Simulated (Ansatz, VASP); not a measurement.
**SiC: VASP beside Ansatz**

POSCAR

```
SiC
1.0
    0.0000000000      2.1898722433      2.1898722433
    2.1898722433      0.0000000000      2.1898722433
    2.1898722433      2.1898722433      0.0000000000
Si C
1 1
Direct
    0.0000000000      0.0000000000      0.0000000000
    0.2500000000      0.2500000000      0.2500000000
```

INCAR.step1

```
SYSTEM = SiC
PREC     = Accurate       ! precision mode
ENCUT    = 660            ! plane-wave cutoff, eV
ISMEAR   = 0              ! smearing method
SIGMA    = 0.02           ! smearing width, eV
LREAL    = .FALSE.        ! projectors in reciprocal space
LASPH    = .TRUE.         ! aspherical terms in the spheres
NELM     = 120            ! most SCF steps
NBANDS   = 11             ! bands
GGA      = PE             ! functional
ALGO     = Normal         ! electronic algorithm
EDIFF    = 1E-5           ! SCF threshold, eV
LWAVE    = .TRUE.         ! write WAVECAR
LCHARG   = .FALSE.        ! write CHGCAR
GGA_COMPAT= .FALSE.
```

INCAR.step2

```
SYSTEM = SiC
PREC     = Accurate       ! precision mode
ENCUT    = 660            ! plane-wave cutoff, eV
EDIFF    = 1E-6           ! SCF threshold, eV
ISMEAR   = 0              ! smearing method
SIGMA    = 0.02           ! smearing width, eV
LREAL    = .FALSE.        ! projectors in reciprocal space
LASPH    = .TRUE.         ! aspherical terms in the spheres
NELM     = 120            ! most SCF steps
ALGO     = Normal         ! electronic algorithm
ISIF     = 2              ! what is computed and relaxed
LWAVE    = .FALSE.        ! write WAVECAR
LCHARG   = .FALSE.        ! write CHGCAR
METAGGA  = R2SCAN         ! meta-GGA
LMIXTAU  = .TRUE.       
NBANDS   = 11             ! bands
ISTART   = 1            
GGA_COMPAT= .FALSE.
```

File KPOINTS:

```
Automatic mesh
0
G
  10 10 10
  0 0 0
```

Input for Ansatz:

```yaml
crystal:
  lattice:
    - [0.0, 2.1898722433, 2.1898722433]
    - [2.1898722433, 0.0, 2.1898722433]
    - [2.1898722433, 2.1898722433, 0.0]
  atoms:
    - { symbol: Si, position: [0.0, 0.0, 0.0] }
    - { symbol: C, position: [0.25, 0.25, 0.25] }
basis:
  ecutwfc: 500
kpoints:
  mp_grid: { grid: [10, 10, 10] }
  band_path:
    path:
      - [[0.0, 0.0, 0.0], [-0.5, -0.5, 0.0], [-0.375, -0.375, 0.25]]
      - [[-0.375, 0.0, 0.375], [0.0, 0.0, 0.0], [0.0, 0.0, 0.5], [-0.5, -0.25, 0.25], [-0.5, -0.5, 0.0]]
    npoints: 10
hamiltonian:
  xc: r2scan
scf:
  occupations: { method: gaussian, width: 0.02 }
  n_extra_bands: 7
output:
  forces: true
  stress: true
  eigenvalues: true
```

Alike in both runs: task single point; functional r2SCAN; k mesh 10 × 10 × 10; occupations gaussian, width 0.02 eV; no spin polarisation.

|  | VASP | Ansatz |
| --- | --- | --- |
| version | VASP 6.6.1 | Ansatz 0.2.0 |
| potentials or method | VASP PAW PBE potentials, release 64 (Si, C), cutoff 660 eV | scalar-relativistic, plane waves, PAW |
| valence electrons in the cell | 8 | 8 |

```tsv
	VASP	Ansatz	Ansatz less VASP
gap on the k mesh at the Fermi level (eV)	1.74	1.72	-0.013
least direct gap on the mesh (eV)	5.04	5.03	-0.013
pressure (GPa)	-3.9	-3.5	+0.37
```

VASP's potentials were made for PBE, not for r2SCAN. The functional is the same, so the differences come from potentials, cutoffs and numerics.
